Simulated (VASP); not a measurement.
# Mg (Im-3m) in VASP: a series of runs

Mg is run at these levels: PBE; tasks: single point.

All numbers are computed with VASP 6.6.1; they aren't measurements. Logs are shortened: lines on timing, memory, paths and dates and some standing lists are left out, and cuts for length are marked.

## (1) The cell of the first run

It takes space group Im-3m (No. 229, cubic). Conventional cell: a = 2.913 Å, b = 2.913 Å, c = 2.913 Å, α = 90.00°, β = 90.00°, γ = 90.00°. Mg (site symmetry m-3m) has 14 Mg at 2.52 to 2.91 Å within 3.3 Å.

This isn't the form of Mg at room conditions, which is hcp.

## (2) Single point, PBE (12.36 Å³/atom)

File INCAR:

```
PREC = Accurate
ENCUT = 520
EDIFF = 1E-6
ISMEAR = -1
SIGMA = 0.03
LREAL = False
LASPH = True
NELM = 100
ALGO = Normal
ISIF = 2
LWAVE = False
LCHARG = False
GGA = PE
NBANDS = 7
```

File KPOINTS:

```
regular mesh
0
Gamma
  19 19 19
```

File POSCAR:

```
Mg
1.0
   -1.4565448511      1.4565448511      1.4565448511
    1.4565448511     -1.4565448511      1.4565448511
    1.4565448511      1.4565448511     -1.4565448511
Mg
1
Direct
    0.0000000000      0.0000000000      0.0000000000
```

Potentials or basis: VASP PAW PBE potentials, release 64 (Mg).

Run with:

```console
cat potpaw_PBE.64/Mg/POTCAR > POTCAR
mpirun -np 1 vasp_std > vasp.out
```

OUTCAR:

```text
PREC = Accurate
   ENCUT = 520
   EDIFF = 1E-6
   ISMEAR = -1
   LREAL = False
   LASPH = True
   NELM = 100
   ISIF = 2
   GGA = PE

 ion  position               nearest neighbor table
   1  0.000  0.000  0.000-

  LATTYP: Found a body centered cubic cell.
 ALAT       =     2.9130897022

  Lattice vectors:

 A1 = (  -1.4565448511,   1.4565448511,   1.4565448511)
 A2 = (   1.4565448511,  -1.4565448511,   1.4565448511)
 A3 = (   1.4565448511,   1.4565448511,  -1.4565448511)

Analysis of symmetry for initial positions (statically):
=====================================================================
 Subroutine PRICEL returns:
 Original cell was already a primitive cell.

 Routine SETGRP: Setting up the symmetry group for a
 body centered cubic supercell.

 Subroutine GETGRP returns: Found 48 space group operations
 (whereof 48 operations were pure point group operations)
 out of a pool of 48 trial point group operations.

The static configuration has the point symmetry O_h .

Analysis of symmetry for dynamics (positions and initial velocities):
=====================================================================
 Subroutine PRICEL returns:
 Original cell was already a primitive cell.

 Routine SETGRP: Setting up the symmetry group for a
 body centered cubic supercell.

 Subroutine GETGRP returns: Found 48 space group operations
 (whereof 48 operations were pure point group operations)
 out of a pool of 48 trial point group operations.

The dynamic configuration has the point symmetry O_h .

 Subroutine INISYM returns: Found 48 space group operations
 (whereof 48 operations are pure point group operations),
 and found     1 'primitive' translations

----------------------------------------------------------------------------------------

                                     Primitive cell

  volume of cell :      12.3604

  direct lattice vectors                    reciprocal lattice vectors
    -1.456544851  1.456544851  1.456544851     0.000000000  0.343278135  0.343278135
     1.456544851 -1.456544851  1.456544851     0.343278135  0.000000000  0.343278135
     1.456544851  1.456544851 -1.456544851     0.343278135  0.343278135  0.000000000

  length of vectors
     2.522809686  2.522809686  2.522809686     0.485468594  0.485468594  0.485468594

  position of ions in fractional coordinates (direct lattice)
     0.000000000  0.000000000  0.000000000

  ion indices of the primitive-cell ions
   primitive index   ion index
                 1           1

----------------------------------------------------------------------------------------

 KPOINTS: regular mesh

Automatic generation of k-mesh.
 Grid dimensions read from file:
 generate k-points for:   19   19   19

 Generating k-lattice:

  Cartesian coordinates                     Fractional coordinates (reciprocal lattice)
     0.000000000  0.018067270  0.018067270     0.052631579  0.000000000  0.000000000
     0.018067270  0.000000000  0.018067270     0.000000000  0.052631579  0.000000000
     0.018067270  0.018067270  0.000000000     0.000000000  0.000000000  0.052631579

  Length of vectors
     0.025550979  0.025550979  0.025550979

  Shift w.r.t. Gamma in fractional coordinates (k-lattice)
     0.000000000  0.000000000  0.000000000

 Subroutine IBZKPT returns following result:
 ===========================================

 Found    220 irreducible k-points:

 Following reciprocal coordinates:
            Coordinates               Weight
  0.000000  0.000000  0.000000      1.000000
  0.052632  0.000000  0.000000     12.000000
  0.105263  0.000000  0.000000     12.000000
  0.157895  0.000000  0.000000     12.000000
  0.210526  0.000000  0.000000     12.000000
  0.263158  0.000000  0.000000     12.000000
[... 16 lines left out ...]
  0.263158  0.105263  0.000000     48.000000
  0.315789  0.105263 -0.000000     48.000000
 [... further k-points ...]
   k-points           NKPTS =    220   k-points in BZ     NKDIM =    220   number of bands    NBANDS=      7
   number of dos      NEDOS =    301   number of ions     NIONS =      1
   total plane-waves  NPLWV =   8000
   dimension x,y,z NGX =    20 NGY =   20 NGZ =   20
   dimension x,y,z NGXF=    40 NGYF=   40 NGZF=   40
   ions per type =               1
   NGX,Y,Z   is equivalent  to a cutoff of  13.18, 13.18, 13.18 a.u.
   NGXF,Y,Z  is equivalent  to a cutoff of  26.36, 26.36, 26.36 a.u.
 SYSTEM =  unknown system
   PREC   = accura    normal or accurate (medium, high low for compatibility)
   ISTART =      0    job   : 0-new  1-cont  2-samecut
   ICHARG =      2    charge: 1-file 2-atom 10-const
   ISPIN  =      1    spin polarized calculation?
   LNONCOLLINEAR =      F non collinear calculations
   LSORBIT =      F    spin-orbit coupling
   LASPH  =      T    aspherical Exc in radial PAW
   ENCUT  =  520.0 eV  38.22 Ry    6.18 a.u.   4.69  4.69  4.69*2*pi/ulx,y,z
   NELM   =    100;   NELMIN=  2; NELMDL= -5     # of ELM steps
   EDIFF  = 0.1E-05   stopping-criterion for ELM
   LREAL  =      F    real-space projection
[... 7 lines left out ...]
   TEBEG  =    0.0;   TEEND  =   0.0 temperature during run
   PSTRESS=    0.0 pullay stress
   NELECT =       2.0000    total number of electrons
   NUPDOWN=      -1.0000    fix difference up-down
   EMIN   =  10.00;   EMAX   =-10.00  energy-range for DOS
   EFERMI =   0.00;   METHOD = LEGACY
   ISMEAR =    -1;   SIGMA  =   0.03  broadening in eV -4-tet -1-fermi 0-gaus
   EFERMI_NEDOS =   21; number of points for ismear=-14 and -15
   IALGO  =     38    algorithm
   IMIX   =      4    mixing-type and parameters
     AMIX     =   0.40;   BMIX     =  1.00
     AMIX_MAG =   1.60;   BMIX_MAG =  1.00
  volume/ion in A,a.u.               =      12.36        83.41
  Fermi-wavevector in a.u.,A,eV,Ry     =   0.892088  1.685802 10.827799  0.795821
  Thomas-Fermi vector in A             =   2.013992
   LORBIT       =      0    0 simple, 1 ext, 2 COOP (PROOUT), +10 PAW based schemes
   GGA     = PE    functional components
   LHFCALC =     F    Hartree Fock is set to
   AEXX    =    0.0000 exact exchange contribution
   IVDW    =     0    specifies the selected vdW correction
   LEPSILON=     F    determine dielectric tensor
   LRPA    =     F    only Hartree local field effects (RPA)
 non-spin polarized calculation
  energy-cutoff  :      520.00
  volume of cell :       12.36
 maximum number of plane-waves:       358
   NGX =  9   NGY =  9   NGZ =  9

 number of electron       2.0000000 magnetization

 Free energy of the ion-electron system (eV)
  ---------------------------------------------------
  ext. energy  EPLUGINS =         0.00000000
  ---------------------------------------------------
  free energy    TOTEN  =        -0.02881985 eV

  energy without entropy =       -0.02783952  energy(sigma->0) =       -0.02832969

 E-fermi :   6.9734     XC(G=0): -10.6544

 val. band max:        6.9676550094   @ k =  -0.4737  -0.4737   0.2632
 cond. band min:       6.9776616056   @ k =   0.3684   0.1579   0.1053
 fundamental gap:      0.0100065962
 Fermi energy:         6.9734406126

 k-point     1 :       0.0000    0.0000    0.0000
  band No.  band energies     occupation
      1      -3.1436      2.00000
      2      24.7460      0.00000
      3      24.7460      0.00000
      4      24.7460      0.00000
      5      27.5350      0.00000
      6      27.5350      0.00000
      7      29.3386      0.00000

 k-point     2 :       0.0526    0.0000    0.0000
  band No.  band energies     occupation
      1      -3.0441      2.00000
      2      23.8092      0.00000
      3      24.1790      0.00000
      4      24.6444      0.00000
      5      26.5729      0.00000
      6      26.8605      0.00000
      7      30.0756      0.00000

 k-point     3 :       0.1053    0.0000    0.0000
  band No.  band energies     occupation
      1      -2.7469      2.00000
      2      21.5093      0.00000
      3      23.0457      0.00000
      4      24.3770      0.00000
      5      25.8136      0.00000
      6      26.2773      0.00000
      7      31.1780      0.00000

 k-point     4 :       0.1579    0.0000    0.0000
  band No.  band energies     occupation
      1      -2.2555      2.00000
      2      18.9779      0.00000
      3      21.8623      0.00000
      4      24.0224      0.00000
      5      24.8389      0.00000
      6      26.2482      0.00000
      7      31.9425      0.00000

 k-point     5 :       0.2105    0.0000    0.0000
  band No.  band energies     occupation
      1      -1.5754      2.00000
      2      16.5142      0.00000
      3      20.7849      0.00000
      4      23.6511      0.00000
      5      23.9979      0.00000
      6      26.1784      0.00000
      7      32.1300      0.00000

 k-point     6 :       0.2632    0.0000    0.0000
  band No.  band energies     occupation
      1      -0.7143      2.00000
      2      14.1747      0.00000
      3      19.8626      0.00000
      4      23.3024      0.00000
      5      23.3086      0.00000
      6      25.9797      0.00000
      7      32.5121      0.00000

 k-point     7 :       0.3158    0.0000    0.0000
  band No.  band energies     occupation
      1       0.3182      2.00000
      2      11.9735      0.00000
      3      19.1142      0.00000
      4      22.7529      0.00000
      5      23.0201      0.00000
      6      25.6765      0.00000
      7      33.1277      0.00000

 k-point     8 :       0.3684    0.0000    0.0000
  band No.  band energies     occupation
      1       1.5091      2.00000
      2       9.9170      0.00000
      3      18.5483      0.00000
      4      22.3461      0.00000
      5      22.7981      0.00000
      6      25.3529      0.00000
      7      33.4606      0.00000

 k-point     9 :       0.4211    0.0000    0.0000
  band No.  band energies     occupation
      1       2.8352      2.00000
      2       8.0201      0.00000
      3      18.1694      0.00000
      4      22.0779      0.00000
      5      22.6484      0.00000
      6      25.0915      0.00000
      7      33.7386      0.00000

 k-point    10 :       0.4737    0.0000    0.0000
  band No.  band energies     occupation
      1       4.1833      2.00000
      2       6.3885      2.00000
      3      17.9795      0.00000
      4      21.9447      0.00000
      5      22.5732      0.00000
      6      24.9476      0.00000
      7      33.9024      0.00000

 k-point    11 :       0.0526    0.0526    0.0000
  band No.  band energies     occupation
      1      -2.8458      2.00000
      2      22.4748      0.00000
      3      22.9127      0.00000
      4      24.4641      0.00000
      5      25.8244      0.00000
      6      26.9743      0.00000
      7      30.1437      0.00000
[... 51 lines left out ...]
 k-point    17 :       0.3684    0.0526    0.0000
  band No.  band energies     occupation
      1       2.2242      2.00000
      2       9.0002      0.00000
      3      17.6485      0.00000
      4      22.2811      0.00000
      5      22.6638      0.00000
      6      26.0409      0.00000
      7      32.8198      0.00000

 k-point    18 :       0.4211    0.0526    0.0000
  band No.  band energies     occupation
      1       3.5906      2.00000
      2       7.2103      0.00074
      3      17.3760      0.00000
      4      22.1188      0.00000
      5      22.4714      0.00000
      6      25.8752      0.00000
      7      33.2559      0.00000

 k-point    19 :       0.4737    0.0526   -0.0000
  band No.  band energies     occupation
      1       4.6016      2.00000
      2       6.0587      2.00000
      3      17.2850      0.00000
      4      22.0626      0.00000
      5      22.4085      0.00000
      6      25.8161      0.00000
      7      33.4188      0.00000

 k-point    20 :       0.1053    0.1053    0.0000
  band No.  band energies     occupation
      1      -1.9629      2.00000
      2      18.5590      0.00000
      3      19.8159      0.00000
      4      23.6395      0.00000
      5      25.1270      0.00000
      6      27.3327      0.00000
      7      31.7081      0.00000

 k-point    21 :       0.1579    0.1053    0.0000
  band No.  band energies     occupation
      1      -1.2868      2.00000
      2      16.4580      0.00000
      3      18.5569      0.00000
      4      23.1110      0.00000
      5      24.8419      0.00000
      6      27.5513      0.00000
      7      31.3691      0.00000

 k-point    22 :       0.2105    0.1053   -0.0000
  band No.  band energies     occupation
      1      -0.4307      2.00000
      2      14.2547      0.00000
      3      17.6325      0.00000
      4      22.6017      0.00000
      5      24.4462      0.00000
      6      27.7201      0.00000
      7      31.0984      0.00000

 k-point    23 :       0.2632    0.1053    0.0000
  band No.  band energies     occupation
      1       0.5955      2.00000
      2      12.1235      0.00000
      3      16.9163      0.00000
      4      22.1530      0.00000
      5      24.0365      0.00000
      6      27.8095      0.00000
      7      31.1296      0.00000

 k-point    24 :       0.3158    0.1053   -0.0000
  band No.  band energies     occupation
      1       1.7788      2.00000
      2      10.1099      0.00000
      3      16.3840      0.00000
      4      21.7916      0.00000
      5      23.6914      0.00000
      6      27.7743      0.00000
      7      31.4715      0.00000

 [... further k-points ...]

------------------------ aborting loop because EDIFF is reached ----------------------------------------

  FORCE on cell =-STRESS in cart. coord.  units (eV):
  Direction    XX          YY          ZZ          XY          YZ          ZX
  --------------------------------------------------------------------------------------
  -------------------------------------------------------------------------------------
  Total        5.6781522      5.6781522      5.6781522      0.0000000     -0.0000000      0.0000000
  in kB      736.0139326    736.0139326    736.0139326      0.0000000     -0.0000000      0.0000000
  external PRESSURE =     736.0139326 kB  Pullay stress =       0.0000000 kB

 VOLUME and BASIS-vectors are now :
 -----------------------------------------------------------------------------
  energy-cutoff  :      520.00
  volume of cell :       12.36
      direct lattice vectors                 reciprocal lattice vectors
    -1.456544851  1.456544851  1.456544851     0.000000000  0.343278135  0.343278135
     1.456544851 -1.456544851  1.456544851     0.343278135  0.000000000  0.343278135
     1.456544851  1.456544851 -1.456544851     0.343278135  0.343278135  0.000000000

 POSITION                                       TOTAL-FORCE (eV/Angst)
 -----------------------------------------------------------------------------------
      0.00000      0.00000      0.00000        -0.000000     -0.000000     -0.000000
 -----------------------------------------------------------------------------------
    total drift:                                0.000000      0.000000      0.000000

  FREE ENERGIE OF THE ION-ELECTRON SYSTEM (eV)
  ---------------------------------------------------
  free  energy   TOTEN  =        -0.0288198518 eV

  energy  without entropy=       -0.0278395217  energy(sigma->0) =       -0.02832969
```

It took 33 s on 1 thread of Intel Xeon 8259CL, shared host; peak memory 0.14 GiB.

Results:

```
Free energy            : -0.0288 eV
Pressure               : 73.6 GPa
Band gap on the k mesh : zero (bands 1 and 2 overlap by 4.20 eV)
```

Caveat: the cell stands under pressure.

## (3) Single point, PBE (12.62 Å³/atom)

This run uses another cell than the first one, of 12.62 Å³/atom.

File INCAR:

```
PREC = Accurate
ENCUT = 520
EDIFF = 1E-6
ISMEAR = -1
SIGMA = 0.03
LREAL = F
LASPH = T
NELM = 80
ALGO = Normal
ISIF = 2
LWAVE = F
LCHARG = F
GGA = PE
NBANDS = 7
```

KPOINTS is that of step 2.

File POSCAR:

```
Mg
1.0
   -1.4665903054      1.4665903054      1.4665903054
    1.4665903054     -1.4665903054      1.4665903054
    1.4665903054      1.4665903054     -1.4665903054
Mg
1
Direct
    0.0000000000      0.0000000000      0.0000000000
```

Potentials or basis: VASP PAW PBE potentials, release 64 (Mg).

Run with:

```console
cat potpaw_PBE.64/Mg/POTCAR > POTCAR
mpirun -np 1 vasp_std > vasp.out
```

Run time: 30 s. Hardware: 1 thread of Intel Xeon 8259CL, shared host; peak memory 0.14 GiB.

It converged, with:

```
Free energy            : -0.1429 eV
Pressure               : 68.3 GPa
Band gap on the k mesh : zero (bands 1 and 2 overlap by 4.20 eV)
```

Levels at points of the mesh, in eV from the Fermi level:
| k point | band 1 | band 2 | band 3 | band 4 | band 5 | band 6 |
| --- | --- | --- | --- | --- | --- | --- |
| (0.00, 0.00, 0.00) | -10.00 | 17.59 | 17.59 | 17.59 | 20.35 | 20.35 |

Caveat: the cell stands under pressure.
